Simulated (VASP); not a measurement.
SrO:

```xyz
2
Lattice="0.0000 2.4455 2.6607 2.4455 0.0000 2.6607 2.4455 2.4455 0.0000" Properties=species:S:1:pos:R:3 pbc="T T T"
Sr    2.4455    2.4455    2.6607
O     0.0000    0.0000    0.0000
```

This cell differs from its parent crystal: epitaxial xy strain -5.2%.

Base run:

| Item | Value |
| --- | --- |
| Program | VASP 6.6.1 |
| Functional | r2SCAN |
| Potentials or basis | VASP PAW PBE potentials, release 64 (Sr_sv, O) |
| Cutoff | 520 eV |
| k mesh | 8 × 8 × 8 |
| Occupations | gaussian, width 0.01 eV |
| Spin | no spin polarisation |

Its results: band gap on the k mesh 3.47 eV; pressure 11.1 GPa.

Problem. The run is repeated on the same cell with these changes: functional from r2SCAN to PBE; occupations from gaussian, width 0.01 eV to fermi-dirac, width 0.02 eV. What comes out?

Solution. Band gap on the k mesh 3.01 eV; pressure 12.7 GPa.

Caveats: the cell stands under pressure; the PAW data sets were made with another functional, which shifts forces and pressure a little (at least some runs).

A k mesh can miss the band edges.
